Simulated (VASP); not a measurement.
Set up this calculation in VASP 6.6.1, as the native input.

* Task: single point
* Functional: LDA
* Potentials or basis: VASP PAW LDA potentials, release 64 (B)
* Cutoff: 520 eV
* k mesh: 13 × 13 × 13
* Occupations: fermi-dirac, width 0.1 eV
* Spin: non-collinear spin, zero start, spin-orbit coupling
* Starting moments: [[0.0, 0.0, 0.0], [0.0, 0.0, 0.0]] μB
* Dipole correction: no
* Further INCAR settings: ALGO = Normal; EDIFF = 1e-06; NBANDS = 18

The structure of B lies in POSCAR:

```
B
1.0
    0.0000000000      2.0014594441      2.0014594441
    2.0014594441      0.0000000000      2.0014594441
    2.0014594441      2.0014594441      0.0000000000
B
2
Direct
    0.1250000000      0.1250000000      0.1250000000
    0.8750000000      0.8750000000      0.8750000000
```

These files were run (other wordings do the same):

INCAR

```
PREC     = Accurate       # precision mode
ENCUT    = 520            # plane-wave cutoff, eV
EDIFF    = 1E-6           # SCF threshold, eV
ISMEAR   = -1             # smearing method
SIGMA    = 0.1            # smearing width, eV
LREAL    = False          # projectors in reciprocal space
LASPH    = True           # aspherical terms in the spheres
NELM     = 150            # most SCF steps
ALGO     = Normal         # electronic algorithm
ISIF     = 2              # what is computed and relaxed
LWAVE    = False          # write WAVECAR
LCHARG   = False          # write CHGCAR
MAGMOM   = 0 0 0 0 0 0    # initial moments
LORBIT   = 11             # projections on sites
LSORBIT  = True           # spin-orbit coupling
GGA_COMPAT= False        
LORBMOM  = True         
GGA      = CA             # functional
NBANDS   = 18             # bands
```

KPOINTS

```
regular mesh
0
Gamma
  13 13 13
```

Potentials or basis: VASP PAW LDA potentials, release 64 (B).

Run with:

```console
$ cat potpaw_LDA.64/B/POTCAR > POTCAR
$ mpirun -np 1 vasp_ncl > vasp.out
```

Results of the run:

```json
{
  "Pressure": "0.2 GPa",
  "Net moment": "0.00 μB per cell",
  "Valence electrons inside the program's atomic spheres": "B 1.92"
}
```

Run time: 65 s on 1 thread of Intel Xeon 8259CL, on a shared host, peak memory 0.18 GiB.
